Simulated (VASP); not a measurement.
# MgS (Fm-3m) in VASP: settings compared

The runs below take MgS through single point, with PBE, PBEsol, r2SCAN.

Everything below comes from runs of VASP 6.6.1. Logs are shortened: lines on timing, memory, paths and dates and some standing lists are left out, and cuts for length are marked.

## 1. The cell of the first run

The structure is cubic, space group Fm-3m (No. 225). The conventional cell has a = 5.203 Å, b = 5.203 Å, c = 5.203 Å, α = 90.00°, β = 90.00°, γ = 90.00°. Within 3.4 Å of Mg (site symmetry m-3m) lie 6 S at 2.60 Å. S (site symmetry m-3m) has 6 Mg at 2.60 Å within 3.4 Å.

## 2. Single point, PBE

INCAR reads:

```
SYSTEM = MgS
PREC = Accurate
ENCUT = 520
EDIFF = 1E-6
ISMEAR = 0
SIGMA = 0.01
LREAL = .False.
LASPH = .True.
NELM = 60
ALGO = Normal
ISIF = 2
LWAVE = .False.
LCHARG = .False.
GGA = PE
NBANDS = 11
```

KPOINTS reads:

```
regular mesh
0
Gamma
  4 4 4
  0 0 0
```

POSCAR reads:

```
MgS
1.0
    0.0000000000      2.6015179373      2.6015179373
    2.6015179373      0.0000000000      2.6015179373
    2.6015179373      2.6015179373      0.0000000000
Mg S
1 1
Direct
    0.0000000000      0.0000000000      0.0000000000
    0.5000000000      0.5000000000      0.5000000000
```

Potentials or basis: VASP PAW PBE potentials, release 64 (Mg, S).

Command:

```bash
cat potpaw_PBE.64/Mg/POTCAR potpaw_PBE.64/S/POTCAR > POTCAR
mpirun -np 1 vasp_std > vasp.out
```

OUTCAR:

```text
SYSTEM = MgS
   PREC = Accurate
   ENCUT = 520
   EDIFF = 1E-6
   ISMEAR = 0
   LREAL = .False.
   LASPH = .True.
   NELM = 60
   ISIF = 2
   GGA = PE

 ion  position               nearest neighbor table
   1  0.000  0.000  0.000-   2 2.60   2 2.60   2 2.60   2 2.60   2 2.60   2 2.60
   2  0.500  0.500  0.500-   1 2.60   1 2.60   1 2.60   1 2.60   1 2.60   1 2.60

  LATTYP: Found a face centered cubic cell.
 ALAT       =     5.2030358746

  Lattice vectors:

 A1 = (   0.0000000000,   2.6015179373,   2.6015179373)
 A2 = (   2.6015179373,   0.0000000000,   2.6015179373)
 A3 = (   2.6015179373,   2.6015179373,   0.0000000000)

Analysis of symmetry for initial positions (statically):
=====================================================================
 Subroutine PRICEL returns:
 Original cell was already a primitive cell.

 Routine SETGRP: Setting up the symmetry group for a
 face centered cubic supercell.

 Subroutine GETGRP returns: Found 48 space group operations
 (whereof 48 operations were pure point group operations)
 out of a pool of 48 trial point group operations.

The static configuration has the point symmetry O_h .

Analysis of symmetry for dynamics (positions and initial velocities):
=====================================================================
 Subroutine PRICEL returns:
 Original cell was already a primitive cell.

 Routine SETGRP: Setting up the symmetry group for a
 face centered cubic supercell.

 Subroutine GETGRP returns: Found 48 space group operations
 (whereof 48 operations were pure point group operations)
 out of a pool of 48 trial point group operations.

The dynamic configuration has the point symmetry O_h .

 Subroutine INISYM returns: Found 48 space group operations
 (whereof 48 operations are pure point group operations),
 and found     1 'primitive' translations

----------------------------------------------------------------------------------------

                                     Primitive cell

  volume of cell :      35.2136

  direct lattice vectors                    reciprocal lattice vectors
     0.000000000  2.601517937  2.601517937    -0.192195484  0.192195484  0.192195484
     2.601517937  0.000000000  2.601517937     0.192195484 -0.192195484  0.192195484
     2.601517937  2.601517937  0.000000000     0.192195484  0.192195484 -0.192195484

  length of vectors
     3.679101950  3.679101950  3.679101950     0.332892344  0.332892344  0.332892344

  position of ions in fractional coordinates (direct lattice)
     0.000000000  0.000000000  0.000000000
     0.500000000  0.500000000  0.500000000

  ion indices of the primitive-cell ions
   primitive index   ion index
                 1           1
                 2           2

----------------------------------------------------------------------------------------

 KPOINTS: regular mesh

Automatic generation of k-mesh.
 Grid dimensions read from file:
 generate k-points for:    4    4    4

 Generating k-lattice:

  Cartesian coordinates                     Fractional coordinates (reciprocal lattice)
    -0.048048871  0.048048871  0.048048871     0.250000000  0.000000000  0.000000000
     0.048048871 -0.048048871  0.048048871     0.000000000  0.250000000  0.000000000
     0.048048871  0.048048871 -0.048048871     0.000000000  0.000000000  0.250000000

  Length of vectors
     0.083223086  0.083223086  0.083223086

  Shift w.r.t. Gamma in fractional coordinates (k-lattice)
     0.000000000  0.000000000  0.000000000

 Subroutine IBZKPT returns following result:
 ===========================================

 Found      8 irreducible k-points:

 Following reciprocal coordinates:
            Coordinates               Weight
  0.000000  0.000000  0.000000      1.000000
  0.250000  0.000000  0.000000      8.000000
  0.500000  0.000000  0.000000      4.000000
  0.250000  0.250000  0.000000      6.000000
  0.500000  0.250000  0.000000     24.000000
 -0.250000  0.250000  0.000000     12.000000
  0.500000  0.500000  0.000000      3.000000
 -0.250000  0.500000  0.250000      6.000000
   k-points           NKPTS =      8   k-points in BZ     NKDIM =      8   number of bands    NBANDS=     11
   number of dos      NEDOS =    301   number of ions     NIONS =      2
   total plane-waves  NPLWV =  21952
   dimension x,y,z NGX =    28 NGY =   28 NGZ =   28
   dimension x,y,z NGXF=    56 NGYF=   56 NGZF=   56
   ions per type =               1   1
   NGX,Y,Z   is equivalent  to a cutoff of  12.65, 12.65, 12.65 a.u.
   NGXF,Y,Z  is equivalent  to a cutoff of  25.30, 25.30, 25.30 a.u.
 SYSTEM =  MgS
   PREC   = accura    normal or accurate (medium, high low for compatibility)
   ISTART =      0    job   : 0-new  1-cont  2-samecut
   ICHARG =      2    charge: 1-file 2-atom 10-const
   ISPIN  =      1    spin polarized calculation?
   LNONCOLLINEAR =      F non collinear calculations
   LSORBIT =      F    spin-orbit coupling
   LASPH  =      T    aspherical Exc in radial PAW
   ENCUT  =  520.0 eV  38.22 Ry    6.18 a.u.   6.84  6.84  6.84*2*pi/ulx,y,z
   NELM   =     60;   NELMIN=  2; NELMDL= -5     # of ELM steps
   EDIFF  = 0.1E-05   stopping-criterion for ELM
   LREAL  =      F    real-space projection
   EDIFFG = 0.1E-04   stopping-criterion for IOM
   NSW    =      0    number of steps for IOM
   IBRION =     -1    ionic relax: 0-MD 1-quasi-New 2-CG
   NFREE  =      0    steps in history (QN), initial steepest desc. (CG)
   ISIF   =      2    stress and relaxation
   ISYM   =      2    0-nonsym 1-usesym 2-fastsym
   POTIM  = 0.5000    time-step for ionic-motion
   TEBEG  =    0.0;   TEEND  =   0.0 temperature during run
   PSTRESS=    0.0 pullay stress
   NELECT =       8.0000    total number of electrons
   NUPDOWN=      -1.0000    fix difference up-down
   EMIN   =  10.00;   EMAX   =-10.00  energy-range for DOS
   EFERMI =   0.00;   METHOD = LEGACY
   ISMEAR =     0;   SIGMA  =   0.01  broadening in eV -4-tet -1-fermi 0-gaus
   EFERMI_NEDOS =   21; number of points for ismear=-14 and -15
   IALGO  =     38    algorithm
   IMIX   =      4    mixing-type and parameters
     AMIX     =   0.40;   BMIX     =  1.00
     AMIX_MAG =   1.60;   BMIX_MAG =  1.00
  volume/ion in A,a.u.               =      17.61       118.82
  Fermi-wavevector in a.u.,A,eV,Ry     =   0.998929  1.887702 13.576701  0.997859
  Thomas-Fermi vector in A             =   2.131185
   LORBIT       =      0    0 simple, 1 ext, 2 COOP (PROOUT), +10 PAW based schemes
   GGA     = PE    functional components
   LHFCALC =     F    Hartree Fock is set to
   AEXX    =    0.0000 exact exchange contribution
   IVDW    =     0    specifies the selected vdW correction
   LEPSILON=     F    determine dielectric tensor
   LRPA    =     F    only Hartree local field effects (RPA)
 non-spin polarized calculation
 Gauss-broadening in eV      SIGMA  =   0.01
  energy-cutoff  :      520.00
  volume of cell :       35.21
 maximum number of plane-waves:       960
   NGX = 13   NGY = 13   NGZ = 13

 number of electron       8.0000000 magnetization

 Free energy of the ion-electron system (eV)
  ---------------------------------------------------
  ext. energy  EPLUGINS =         0.00000000
  ---------------------------------------------------
  free energy    TOTEN  =        -8.45396042 eV

  energy without entropy =       -8.45396042  energy(sigma->0) =       -8.45396042

 E-fermi :   3.8860     XC(G=0):  -9.6807

 val. band max:        3.7551848842   @ k =   0.0000   0.0000   0.0000
 cond. band min:       6.5057806712   @ k =   0.5000   0.5000   0.0000
 fundamental gap:      2.7505957870
 Fermi energy:         3.8859681945

 k-point     1 :       0.0000    0.0000    0.0000
  band No.  band energies     occupation
      1      -8.9138      2.00000
      2       3.7552      2.00000
      3       3.7552      2.00000
      4       3.7552      2.00000
      5       7.4550      0.00000
      6      11.6909      0.00000
      7      11.6909      0.00000
      8      11.6909      0.00000
      9      14.0875      0.00000
     10      14.0875      0.00000
     11      16.2759      0.00000

 k-point     2 :       0.2500    0.0000    0.0000
  band No.  band energies     occupation
      1      -8.3526      2.00000
      2       0.9407      2.00000
      3       3.4331      2.00000
      4       3.4331      2.00000
      5       8.7019      0.00000
      6      11.5550      0.00000
      7      11.5550      0.00000
      8      12.0492      0.00000
      9      14.0284      0.00000
     10      14.0284      0.00000
     11      15.6205      0.00000

 k-point     3 :       0.5000    0.0000    0.0000
  band No.  band energies     occupation
      1      -7.6034      2.00000
      2      -1.0873      2.00000
      3       3.1644      2.00000
      4       3.1644      2.00000
      5       8.2883      0.00000
      6      10.6408      0.00000
      7      10.6408      0.00000
      8      13.8525      0.00000
      9      15.8985      0.00000
     10      18.1309      0.00000
     11      18.1309      0.00000

 k-point     4 :       0.2500    0.2500    0.0000
  band No.  band energies     occupation
      1      -8.1762      2.00000
      2       1.2000      2.00000
      3       2.7823      2.00000
      4       2.7823      2.00000
      5       8.7395      0.00000
      6       9.3645      0.00000
      7      11.9664      0.00000
      8      13.9359      0.00000
      9      13.9359      0.00000
     10      15.0796      0.00000
     11      19.0815      0.00000

 k-point     5 :       0.5000    0.2500    0.0000
  band No.  band energies     occupation
      1      -7.4381      2.00000
      2      -0.2960      2.00000
      3       1.5434      2.00000
      4       2.5478      2.00000
      5       8.1398      0.00000
      6      10.4882      0.00000
      7      12.5573      0.00000
      8      12.7145      0.00000
      9      16.3879      0.00000
     10      18.3195      0.00000
     11      19.3161      0.00000

 k-point     6 :      -0.2500    0.2500    0.0000
  band No.  band energies     occupation
      1      -7.6780      2.00000
      2       0.0489      2.00000
      3       1.4173      2.00000
      4       3.1243      2.00000
      5       9.4172      0.00000
      6      11.3297      0.00000
      7      11.6369      0.00000
      8      11.6956      0.00000
      9      14.2754      0.00000
     10      17.9380      0.00000
     11      18.9649      0.00000

 k-point     7 :       0.5000    0.5000    0.0000
  band No.  band energies     occupation
      1      -7.2307      2.00000
      2      -0.4488      2.00000
      3       2.0674      2.00000
      4       2.0674      2.00000
      5       6.5058      0.00000
      6       8.1316      0.00000
      7      15.7583      0.00000
      8      16.5595      0.00000
      9      17.1132      0.00000
     10      17.1132      0.00000
     11      19.5856      0.00000

 k-point     8 :      -0.2500    0.5000    0.2500
  band No.  band energies     occupation
      1      -7.1855      2.00000
      2       0.5181      2.00000
      3       0.5181      2.00000
      4       1.3879      2.00000
      5       8.9877      0.00000
      6      11.7024      0.00000
      7      11.7024      0.00000
      8      11.8037      0.00000
      9      18.0791      0.00000
     10      18.0791      0.00000
     11      19.4499      0.00000

------------------------ aborting loop because EDIFF is reached ----------------------------------------

  FORCE on cell =-STRESS in cart. coord.  units (eV):
  Direction    XX          YY          ZZ          XY          YZ          ZX
  --------------------------------------------------------------------------------------
  -------------------------------------------------------------------------------------
  Total        0.2737043      0.2737043      0.2737043      0.0000000     -0.0000000     -0.0000000
  in kB       12.4532234     12.4532234     12.4532234      0.0000000     -0.0000000     -0.0000000
  external PRESSURE =      12.4532234 kB  Pullay stress =       0.0000000 kB

 VOLUME and BASIS-vectors are now :
 -----------------------------------------------------------------------------
  energy-cutoff  :      520.00
  volume of cell :       35.21
      direct lattice vectors                 reciprocal lattice vectors
     0.000000000  2.601517937  2.601517937    -0.192195484  0.192195484  0.192195484
     2.601517937  0.000000000  2.601517937     0.192195484 -0.192195484  0.192195484
     2.601517937  2.601517937  0.000000000     0.192195484  0.192195484 -0.192195484

 POSITION                                       TOTAL-FORCE (eV/Angst)
 -----------------------------------------------------------------------------------
      0.00000      0.00000      0.00000        -0.000000     -0.000000     -0.000000
      2.60152      2.60152      2.60152         0.000000      0.000000      0.000000
 -----------------------------------------------------------------------------------
    total drift:                                0.000000      0.000000      0.000000

  FREE ENERGIE OF THE ION-ELECTRON SYSTEM (eV)
  ---------------------------------------------------
  free  energy   TOTEN  =        -8.4539604179 eV

  energy  without entropy=       -8.4539604179  energy(sigma->0) =       -8.45396042
```

Wall time 4.1 s (1 thread of Intel Xeon Platinum 8259CL at 2.50GHz (Skylake/Cascade Lake), shared host); peak memory 0.15 GiB.

What came out:

```
Free energy            : -8.4540 eV
Pressure               : 1.2 GPa
Band gap on the k mesh : 2.75 eV, indirect (least direct gap 3.70 eV)
```

Caveat: the k points lie up to 0.52 Å⁻¹ apart.

## 3. Single point, PBEsol

INCAR reads:

```
PREC = Accurate
ENCUT = 520
EDIFF = 1E-6
ISMEAR = 0
SIGMA = 0.01
LREAL = False
LASPH = True
NELM = 60
ALGO = Normal
ISIF = 2
LWAVE = False
LCHARG = False
GGA = PS
NBANDS = 11
```

KPOINTS reads:

```
Automatic mesh
0
Gamma
  6 6 6
```

POSCAR is that of step 2.

Potentials or basis: VASP PAW PBE potentials, release 64 (Mg, S).

Command:

```bash
cat potpaw_PBE.64/Mg/POTCAR potpaw_PBE.64/S/POTCAR > POTCAR
mpirun -np 1 vasp_std > vasp.out
```

Wall time 5.5 s (1 thread of Intel Xeon Platinum 8259CL at 2.50GHz (Skylake/Cascade Lake), shared host); peak memory 0.15 GiB.

The run converged. Its results:

```
Free energy            : -9.0704 eV
Pressure               : -1.1 GPa
Band gap on the k mesh : 2.70 eV, indirect (least direct gap 3.59 eV)
```

Levels at points of the mesh, in eV from the valence-band top:
```csv
k point,band 1,band 2,band 3,band 4,band 5,band 6,band 7,band 8,band 9
"(0.00, 0.00, 0.00)",-12.68,0.00,0.00,0.00,3.59,7.85,7.85,7.85,10.31
"(0.50, 0.00, 0.00)",-11.36,-4.90,-0.60,-0.60,4.40,6.82,6.82,10.07,11.97
"(0.50, 0.50, 0.00)",-10.98,-4.26,-1.71,-1.71,2.70,4.24,11.87,12.82,13.26
```

Caveat: the PAW data sets were made with another functional, which shifts forces and pressure a little. Expect the measured gap to be larger: semilocal functionals such as PBEsol lack the derivative discontinuity.

## 4. Single point, PBEsol

INCAR reads:

```
SYSTEM = MgS
  PREC = Accurate
  ENCUT = 520
  EDIFF = 1E-7
  ISMEAR = 0
  SIGMA = 0.01
  LREAL = .FALSE.
  LASPH = .TRUE.
  NELM = 80
  ALGO = Normal
  ISIF = 2
  LWAVE = .FALSE.
  LCHARG = .FALSE.
  GGA = PS
  NBANDS = 11
```

KPOINTS reads:

```
Automatic mesh
0
G
  6 6 6
  0 0 0
```

POSCAR is that of step 3.

Command:

```bash
cat potpaw_PBE.64/Mg/POTCAR potpaw_PBE.64/S/POTCAR > POTCAR
mpirun -np 1 vasp_std > vasp.out
```

Wall time 6.6 s (1 thread of Intel Xeon Platinum 8259CL at 2.50GHz (Skylake/Cascade Lake), shared host); peak memory 0.15 GiB.

Results (log left out):

```yaml
Free_energy: -9.0704 eV
Pressure: -1.1 GPa
Band_gap_on_the_k_mesh: 2.70 eV, indirect (least direct gap 3.59 eV)
```

Levels at points of the mesh, in eV from the valence-band top:
```tsv
k point	band 1	band 2	band 3	band 4	band 5	band 6	band 7	band 8	band 9
(0.00, 0.00, 0.00)	-12.68	0.00	0.00	0.00	3.59	7.85	7.85	7.85	10.31
(0.50, 0.00, 0.00)	-11.36	-4.90	-0.60	-0.60	4.40	6.82	6.82	10.07	11.97
(0.50, 0.50, 0.00)	-10.98	-4.26	-1.71	-1.71	2.70	4.24	11.87	12.82	13.26
```

Caveat: the PAW data sets were made with another functional, which shifts forces and pressure a little. PBEsol gaps usually lie below the measured ones, often by a third to a half.

## 5. Single point, r2SCAN

POSCAR is that of step 4.

INCAR.step1 reads:

```
PREC     = Accurate       # precision mode
ENCUT    = 520            # plane-wave cutoff, eV
ISMEAR   = 0              # smearing method
SIGMA    = 0.01           # smearing width, eV
LREAL    = False          # projectors in reciprocal space
LASPH    = True           # aspherical terms in the spheres
NELM     = 60             # most SCF steps
NBANDS   = 11             # bands
GGA      = PE             # functional
ALGO     = Normal         # electronic algorithm
EDIFF    = 1E-4           # SCF threshold, eV
LWAVE    = True           # write WAVECAR
LCHARG   = False          # write CHGCAR
```

INCAR.step2 reads:

```
PREC     = Accurate       # precision mode
ENCUT    = 520            # plane-wave cutoff, eV
EDIFF    = 1E-7           # SCF threshold, eV
ISMEAR   = 0              # smearing method
SIGMA    = 0.01           # smearing width, eV
LREAL    = False          # projectors in reciprocal space
LASPH    = True           # aspherical terms in the spheres
NELM     = 60             # most SCF steps
ALGO     = Normal         # electronic algorithm
ISIF     = 2              # what is computed and relaxed
LWAVE    = False          # write WAVECAR
LCHARG   = False          # write CHGCAR
METAGGA  = R2SCAN         # meta-GGA
LMIXTAU  = True         
NBANDS   = 11             # bands
ISTART   = 1
```

KPOINTS reads:

```
regular mesh
0
Gamma
  6 6 6
```

Command:

```bash
cat potpaw_PBE.64/Mg/POTCAR potpaw_PBE.64/S/POTCAR > POTCAR
cp INCAR.step1 INCAR
mpirun -np 1 vasp_std > vasp.out
cp INCAR.step2 INCAR
mpirun -np 1 vasp_std > vasp.out
```

Run time: 37 s. Hardware: 1 thread of Intel Xeon Platinum 8259CL at 2.50GHz (Skylake/Cascade Lake), shared host; peak memory 0.16 GiB.

The run converged. Its results:

```yaml
Free_energy: -15.5086 eV
Pressure: -0.4 GPa
Band_gap_on_the_k_mesh: 3.43 eV, indirect (least direct gap 4.62 eV)
```

Levels at points of the mesh, in eV from the valence-band top:
```tsv
k point	band 1	band 2	band 3	band 4	band 5	band 6	band 7	band 8	band 9
(0.00, 0.00, 0.00)	-13.18	0.00	0.00	0.00	4.62	8.53	8.53	8.53	10.94
(0.50, 0.00, 0.00)	-11.85	-4.88	-0.62	-0.62	5.22	7.50	7.50	11.23	13.23
(0.50, 0.50, 0.00)	-11.47	-4.27	-1.73	-1.73	3.43	4.92	13.14	13.49	14.54
```

Caveat: the PAW data sets were made with another functional, which shifts forces and pressure a little.

## 6. Overview

| level | k mesh | gap on the mesh (eV) | pressure (GPa) |
| --- | --- | --- | --- |
| PBE | 4 × 4 × 4 | 2.75 | 1.2 |
| PBEsol | 6 × 6 × 6 | 2.70 | -1.1 |
| r2SCAN | 6 × 6 × 6 | 3.43 | -0.4 |

Alike in all rows: task single point; potentials or basis VASP PAW PBE potentials, release 64 (Mg, S); no spin polarisation; cell as given; cutoff (eV) 520; smearing gaussian 0.01 eV.

Caveats: some runs use coarse meshes; the PAW data sets were made with another functional, which shifts forces and pressure a little (some runs).

Total energies depend on the potentials used, so only differences within one code and one set of settings carry meaning.
